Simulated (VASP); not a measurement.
The system is Lu.

```
Lu
1.0
     0.00000    2.45000    2.45000
     2.45000    0.00000    2.45000
     2.45000    2.45000    0.00000
Lu
1
Direct
  0.00000 0.00000 0.00000
```

This isn't the form of Lu at room conditions, which is hcp.

| Property | Result |
| --- | --- |
| Program | VASP 6.6.1 |
| Task | relaxation of volume and atoms at fixed shape |
| Functional | PBEsol |
| Potentials or basis | VASP PAW PBE potentials, release 64 (Lu) |
| Cutoff | 600 eV |
| k mesh | 8 × 8 × 8 |
| Occupations | fermi-dirac, width 0.05 eV |
| Spin | no spin polarisation |

At the start: pressure -3.3 GPa; volume 29.41 Å³/atom.

Question: How do energy, volume and symmetry change on relaxing?

Answer: Over 3 steps the energy falls by 26.1 meV/atom and the volume is 27.09 Å³/atom (-7.9 %); space group Fm-3m (No. 225, to 0.1 Å) before and after.

The path:
| step | energy change (eV) | largest force (eV/Å) | pressure (GPa) | volume (Å³) |
| --- | --- | --- | --- | --- |
| 1 | 0.0000 | 0.0000 | -3.34 | 29.41 |
| 2 | -0.0258 | 0.0000 | 0.40 | 26.88 |
| 3 | -0.0261 | 0.0000 | 0.04 | 27.09 |

Final structure:
```
Lu
1.0
     0.00000    2.38385    2.38385
     2.38385    0.00000    2.38385
     2.38385    2.38385    0.00000
Lu
1
Direct
  0.00000 0.00000 0.00000
```

Caveat: the PAW data sets were made with another functional, which shifts forces and pressure a little.
